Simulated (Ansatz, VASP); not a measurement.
CdTe: VASP beside Ansatz

The input INCAR:

```
SYSTEM = CdTe
ALGO     = Normal         ! electronic algorithm
EDIFF    = 1E-7           ! SCF threshold, eV
ENCUT    = 520            ! plane-wave cutoff, eV
GGA      = RE             ! functional
ISIF     = 2              ! what is computed and relaxed
ISMEAR   = 0              ! smearing method
LASPH    = .True.         ! aspherical terms in the spheres
LCHARG   = .False.        ! write CHGCAR
LREAL    = .False.        ! projectors in reciprocal space
LWAVE    = .False.        ! write WAVECAR
NBANDS   = 16             ! bands
NELM     = 60             ! most SCF steps
PREC     = Accurate       ! precision mode
SIGMA    = 0.01           ! smearing width, eV
```

The input KPOINTS:

```
k-points
0
Gamma
  6 6 6
  0 0 0
```

POSCAR

```
CdTe
1.0
    0.0000000000      3.2050000000      3.2050000000
    3.2050000000      0.0000000000      3.2050000000
    3.2050000000      3.2050000000      0.0000000000
Cd Te
1 1
Direct
    0.0000000000      0.0000000000      0.0000000000
    0.2500000000      0.2500000000      0.2500000000
```

Input for Ansatz:

```yaml
crystal:
  lattice:
    - [0.0, 3.205, 3.205]
    - [3.205, 0.0, 3.205]
    - [3.205, 3.205, 0.0]
  atoms:
    - { symbol: Cd, position: [0.0, 0.0, 0.0] }
    - { symbol: Te, position: [0.25, 0.25, 0.25] }
kpoints:
  mp_grid:
    grid: [6, 6, 6]
hamiltonian:
  xc: revpbe
scf:
  occupations:
    method: fixed
output:
  eigenvalues: true
```

Alike in both runs: task single point; functional revPBE; k mesh 6 × 6 × 6; no spin polarisation.

|  | VASP | Ansatz |
| --- | --- | --- |
| version | VASP 6.6.1 | Ansatz 0.2.0 |
| potentials or method | VASP PAW PBE potentials, release 64 (Cd, Te) | plane waves, PAW |
| plane-wave cutoff (eV) | 520 | 420 |
| occupations | gaussian, width 0.01 eV | fixed |
| valence electrons in the cell | 18 | 36 |

|  | VASP | Ansatz | Ansatz less VASP |
| --- | --- | --- | --- |
| gap on the k mesh at the Fermi level (eV) | 0.98 | 0.98 | +0.002 |

VASP's potentials were made for PBE, not for revPBE. VASP's potentials hold 18 valence electrons a cell and Ansatz's 36, so a difference there can come from the potentials and not from the codes.

Spin-orbit coupling is off throughout.
